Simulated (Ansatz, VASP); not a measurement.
**SiC in VASP and in Ansatz**

```
CELL_PARAMETERS angstrom
3.14907 0.00000 0.00000
-1.57454 2.72718 0.00000
0.00000 0.00000 4.89177
ATOMIC_POSITIONS crystal
Si 0.33333 0.66667 0.00456
Si 0.66667 0.33333 0.50456
C 0.33333 0.66667 0.33570
C 0.66667 0.33333 0.83570
```

Alike in both runs: task single point; functional PBE; k mesh 12 × 12 × 6; occupations gaussian, width 0.05 eV; no spin polarisation.

|  | VASP | Ansatz |
| --- | --- | --- |
| version | VASP 6.6.1 | Ansatz 0.2.0 |
| potentials or method | VASP PAW PBE potentials, release 64 (Si, C), cutoff 520 eV | scalar-relativistic, plane waves, PAW |
| valence electrons in the cell | 16 | 16 |

Ansatz gave:

- gap on the k mesh at the Fermi level (eV): 1.23
- least direct gap on the mesh (eV): 3.13
- pressure (GPa): 15.1
- traceless stress, the component that is largest in VASP (GPa): 59.88
- rms of the force components (eV/Å): 4.733

Task: Which values does VASP return?

Result: gap on the k mesh at the Fermi level (eV): 1.23; least direct gap on the mesh (eV): 3.12; pressure (GPa): 14.9; traceless stress, the component that is largest in VASP (GPa): 59.84; rms of the force components (eV/Å): 4.726.

Atom by atom the forces differ by 0.008 eV/Å (rms over components).
